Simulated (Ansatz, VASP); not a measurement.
**AgCl: VASP beside Ansatz**

Contents of INCAR:

```
SYSTEM = AgCl
PREC = Accurate
ENCUT = 520
EDIFF = 1E-6
ISMEAR = 0
SIGMA = 0.05
LREAL = .FALSE.
LASPH = .TRUE.
NELM = 100
ALGO = Normal
ISIF = 2
LWAVE = .FALSE.
LCHARG = .FALSE.
GGA = CA
NBANDS = 16
```

The input KPOINTS:

```
regular mesh
0
G
  10 10 10
  0 0 0
```

POSCAR

```
AgCl
1.0
    0.0000000000      2.7350000000      2.7350000000
    2.7350000000      0.0000000000      2.7350000000
    2.7350000000      2.7350000000      0.0000000000
Ag Cl
1 1
Direct
    0.0000000000      0.0000000000      0.0000000000
    0.4937409138      0.5076460705      0.5101604041
```

Input for Ansatz:

```yaml
crystal:
  lattice:
    - [0.0, 2.735, 2.735]
    - [2.735, 0.0, 2.735]
    - [2.735, 2.735, 0.0]
  atoms:
    - { symbol: Ag, position: [0.0, 0.0, 0.0] }
    - { symbol: Cl, position: [0.4937409138, 0.5076460705, 0.5101604041] }
basis:
  ecutwfc: 420
  fft_grid_basis: typed
kpoints:
  mp_grid: { grid: [10, 10, 10] }
hamiltonian:
  xc: lda
  pseudopotentials: { kind: paw }
scf:
  occupations: { method: gaussian, width: 0.05 }
output:
  forces: true
  stress: true
  eigenvalues: true
  bader: true
  write_density: true
  volumetric_format: npy
```

Alike in both runs: task single point; functional LDA; k mesh 10 × 10 × 10; occupations gaussian, width 0.05 eV; no spin polarisation.

|  | VASP | Ansatz |
| --- | --- | --- |
| version | VASP 6.6.1 | Ansatz 0.2.0 |
| potentials or method | VASP PAW LDA potentials, release 64 (Ag, Cl), cutoff 520 eV | scalar-relativistic, plane waves, PAW |
| valence electrons in the cell | 18 | 26 |

Ansatz gave:

| Property | Result |
| --- | --- |
| gap on the k mesh at the Fermi level (eV) | 0.61 |
| pressure (GPa) | -3.7 |
| traceless stress, the component that is largest in VASP (GPa) | 0.08 |
| rms of the force components (eV/Å) | 0.028 |

Problem. What did VASP give for the same quantities?

Solution. gap on the k mesh at the Fermi level (eV): 0.64; pressure (GPa): -3.7; traceless stress, the component that is largest in VASP (GPa): 0.08; rms of the force components (eV/Å): 0.028.

LDA's correlation is that of Perdew and Zunger in VASP and of Perdew and Wang (1992) in Ansatz. Atom by atom the forces differ by 0.000 eV/Å (rms over components). VASP's potentials hold 18 valence electrons a cell and Ansatz's 26, so a difference there can come from the potentials and not from the codes.
